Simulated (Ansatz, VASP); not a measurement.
# One calculation of Ti, two programs

```
CELL_PARAMETERS angstrom
2.93905 0.00000 0.00000
-1.46953 2.54529 0.00000
0.00000 0.00000 4.64936
ATOMIC_POSITIONS crystal
Ti 0.33333 0.66667 0.25000
Ti 0.66667 0.33333 0.75000
```

Alike in both runs: functional PBE; k mesh 18 × 18 × 10; occupations gaussian, width 0.1 eV; no spin polarisation.

Ansatz relaxed the structure, and its values are those at the end. VASP's run is a single point on that final structure, the one shown.

|  | VASP | Ansatz |
| --- | --- | --- |
| version | VASP 6.6.1 | Ansatz 0.2.0 |
| potentials or method | VASP PAW PBE potentials, release 64 (Ti_sv), cutoff 520 eV | scalar-relativistic, plane waves, PAW |
| valence electrons in the cell | 24 | 24 |

|  | VASP | Ansatz | Ansatz less VASP |
| --- | --- | --- | --- |
| gap on the k mesh at the Fermi level (eV) | none | none | - |
| pressure (GPa) | -0.5 | 0.0 | +0.46 |

A gap of «none» marks a metal or a gap that the smearing closes. With one functional, cell and mesh, what is left measures potentials, basis and numerics.
